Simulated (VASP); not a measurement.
# BN (Fmm2) in VASP: notebook, part 2 of 2

VASP 6.6.1.

## 3. Single point, r2SCAN

This run uses another cell than the first one, of the same volume but with other edges.

Input file POSCAR:

```
BN
1.0
    0.0000000000      3.2026192256      2.5801145084
    1.1468208373      0.0000000000      2.5801145084
    1.1468208373      3.2026192256      0.0000000000
B N
1 1
Direct
    0.0000486500      0.0000486500      0.9999513500
    0.6666513400      0.6666513400      0.3333486600
```

Input file INCAR.step1:

```
SYSTEM = BN
PREC = Accurate
ENCUT = 520
ISMEAR = 0
SIGMA = 0.05
LREAL = .FALSE.
LASPH = .TRUE.
NELM = 60
NBANDS = 11
GGA = PE
ALGO = Normal
EDIFF = 1E-4
LWAVE = .TRUE.
LCHARG = .FALSE.
```

Input file INCAR.step2:

```
SYSTEM = BN
PREC = Accurate
ENCUT = 520
EDIFF = 1E-6
ISMEAR = 0
SIGMA = 0.05
LREAL = .FALSE.
LASPH = .TRUE.
NELM = 60
ALGO = Normal
ISIF = 2
LWAVE = .FALSE.
LCHARG = .FALSE.
METAGGA = R2SCAN
LMIXTAU = .TRUE.
NBANDS = 11
ISTART = 1
```

Input file KPOINTS:

```
Automatic mesh
0
G
  12 12 12
  0 0 0
```

Potentials or basis: VASP PAW PBE potentials, release 64 (B, N).

Started as:

```
cat potpaw_PBE.64/B/POTCAR potpaw_PBE.64/N/POTCAR > POTCAR
cp INCAR.step1 INCAR
mpirun -np 1 vasp_std > vasp.out
cp INCAR.step2 INCAR
mpirun -np 1 vasp_std > vasp.out
```

OUTCAR:

```text
SYSTEM = BN
   PREC = Accurate
   ENCUT = 520
   EDIFF = 1E-6
   ISMEAR = 0
   LREAL = .FALSE.
   LASPH = .TRUE.
   NELM = 60
   ISIF = 2
   METAGGA = R2SCAN
   ISTART = 1

 ion  position               nearest neighbor table
   1  0.000  0.000  1.000-   2 1.43   2 1.43   2 1.72
   2  0.667  0.667  0.333-   1 1.43   1 1.43   1 1.72

  LATTYP: Found a face centered orthorhombic cell.
 ALAT       =     2.2936416746
 B/A-ratio  =     2.2497973742
 C/A-ratio  =     2.7926064137

  Lattice vectors:

[... 522 lines left out ...]

------------------------ aborting loop because EDIFF is reached ----------------------------------------

  FORCE on cell =-STRESS in cart. coord.  units (eV):
  Direction    XX          YY          ZZ          XY          YZ          ZX
  --------------------------------------------------------------------------------------
  -------------------------------------------------------------------------------------
  Total        7.1498434      0.4672446    -13.1719046      0.0000000      0.0000000      0.0000000
  in kB      604.4178074     39.4989037  -1113.4976380      0.0000000      0.0000000      0.0000000
  external PRESSURE =    -156.5269757 kB  Pullay stress =       0.0000000 kB

 VOLUME and BASIS-vectors are now :
 -----------------------------------------------------------------------------
  energy-cutoff  :      520.00
  volume of cell :       18.95
      direct lattice vectors                 reciprocal lattice vectors
     0.000000000  3.202619226  2.580114508    -0.435987893  0.156122213  0.193789849
     1.146820837  0.000000000  2.580114508     0.435987893 -0.156122213  0.193789849
     1.146820837  3.202619226  0.000000000     0.435987893  0.156122213 -0.193789849

 POSITION                                       TOTAL-FORCE (eV/Angst)
 -----------------------------------------------------------------------------------
      1.14682      3.20262      0.00025         0.000000      0.000000      0.827540
      1.14682      3.20262      3.44007         0.000000      0.000000     -0.827540
 -----------------------------------------------------------------------------------
    total drift:                               -0.000005      0.000005      0.000058

  FREE ENERGIE OF THE ION-ELECTRON SYSTEM (eV)
  ---------------------------------------------------
  free  energy   TOTEN  =       -17.7313959504 eV

  energy  without entropy=      -17.7313959504  energy(sigma->0) =      -17.73139595
```

OSZICAR.step1:

```text
N       E                     dE             d eps       ncg     rms          rms(c)
DAV:   1     0.133941382524E+02    0.13394E+02   -0.45406E+03  6240   0.679E+02
DAV:   2    -0.169875961587E+02   -0.30382E+02   -0.29214E+02  7386   0.154E+02
DAV:   3    -0.178174837817E+02   -0.82989E+00   -0.82851E+00  7413   0.235E+01
DAV:   4    -0.178198666090E+02   -0.23828E-02   -0.23828E-02  6704   0.143E+00
DAV:   5    -0.178198759318E+02   -0.93228E-05   -0.93228E-05  7238   0.795E-02    0.776E+00
DAV:   6    -0.162584395997E+02    0.15614E+01   -0.67041E+00  6961   0.133E+01    0.344E+00
DAV:   7    -0.161377878820E+02    0.12065E+00   -0.20657E-01  7189   0.367E+00    0.213E+00
DAV:   8    -0.161011471948E+02    0.36641E-01   -0.11968E-01  7249   0.229E+00    0.302E-01
DAV:   9    -0.161014546037E+02   -0.30741E-03   -0.60467E-03  6700   0.618E-01    0.149E-01
DAV:  10    -0.161017321446E+02   -0.27754E-03   -0.62834E-04  6877   0.192E-01    0.383E-02
DAV:  11    -0.161017660726E+02   -0.33928E-04   -0.42046E-05  5850   0.535E-02
   1 F= -.16101766E+02 E0= -.16101766E+02  d E =-.445635E-17
```

Wall time 6.2 min (1 thread of Intel Xeon 8259CL, shared host); peak memory 0.2 GiB.

Results:

```
Free energy            : -17.7314 eV
Pressure               : -15.7 GPa
Largest force          : 0.828 eV/Å
Band gap on the k mesh : 2.43 eV (least direct gap 3.64 eV)
```

Forces in eV/Å, atoms in the order of the input:
```
B    0.000  0.000  0.828
N    0.000  0.000 -0.828
```

Levels at points of the mesh, in eV from the valence-band top:
```
           k point  band 1  band 2  band 3  band 4  band 5  band 6  band 7  band 8  band 9
(0.00, 0.00, 0.00)  -18.68   -3.79   -2.97   -0.35    3.29    7.98   12.15   13.94   17.16
(0.50, 0.00, 0.00)  -14.95   -8.88   -5.03   -0.40    4.88    6.71   13.36   15.79   19.14
(0.50, 0.50, 0.00)  -16.91   -9.69   -1.61   -1.53    6.25    9.45   11.93   15.28   18.65
(0.50, 0.00, 0.50)  -18.30   -6.44   -2.82   -0.40    4.91    9.56   13.73   15.49   16.08
(0.00, 0.50, 0.50)  -16.64   -9.20   -3.52   -1.61    2.43   13.83   14.70   16.04   19.21
```

Caveat: the stress differs along the axes, from -111 to 60 GPa; the PAW data sets were made with another functional, which shifts forces and pressure a little. A k mesh can miss the band edges.
